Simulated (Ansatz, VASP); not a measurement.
**Sn4O9 in VASP and in Ansatz**

```xyz
13
Lattice="-4.8265 0.0000 3.2382 4.8265 0.0000 3.2382 0.0000 4.8284 -3.2382" Properties=species:S:1:pos:R:3 pbc="T T T"
Sn    2.3504    2.5549    1.7397
Sn   -2.4430    2.5216    1.6162
Sn   -0.1534    0.0177    0.0587
Sn   -0.0568    0.1139    3.2963
O     1.7737    1.0487   -0.3483
O     1.4060    1.5745    3.2967
O    -1.0418    1.0338    4.9228
O    -1.0743    0.8893    1.6584
O     0.7197    3.9256    1.6975
O     0.8619    3.9555   -1.5682
O    -1.6226    3.3767    3.2971
O    -1.5368    3.4608    0.0589
O     0.8764    1.9442    0.4678
```

Alike in both runs: functional PBE; k mesh 3 × 3 × 3; occupations gaussian, width 0.02 eV; no spin polarisation.

Ansatz relaxed the structure, and its values are those at the end. VASP's run is a single point on that final structure, the one shown.

|  | VASP | Ansatz |
| --- | --- | --- |
| version | VASP 6.6.1 | Ansatz 0.2.0 |
| potentials or method | VASP PAW PBE potentials, release 64 (Sn_d, O), cutoff 520 eV | scalar-relativistic, plane waves, PAW |
| valence electrons in the cell | 110 | 110 |

Ansatz gave:

```
gap on the k mesh at the Fermi level (eV) : 0.70
least direct gap on the mesh (eV)         : 1.22
rms of the force components (eV/Å)        : 0.004
```

Task: Which values does VASP return?

Result: gap on the k mesh at the Fermi level (eV): 0.69; least direct gap on the mesh (eV): 1.21; rms of the force components (eV/Å): 0.045.

The functional is the same, so the differences come from potentials, cutoffs and numerics.

The k mesh is coarse, so the values compare programs but aren't converged.
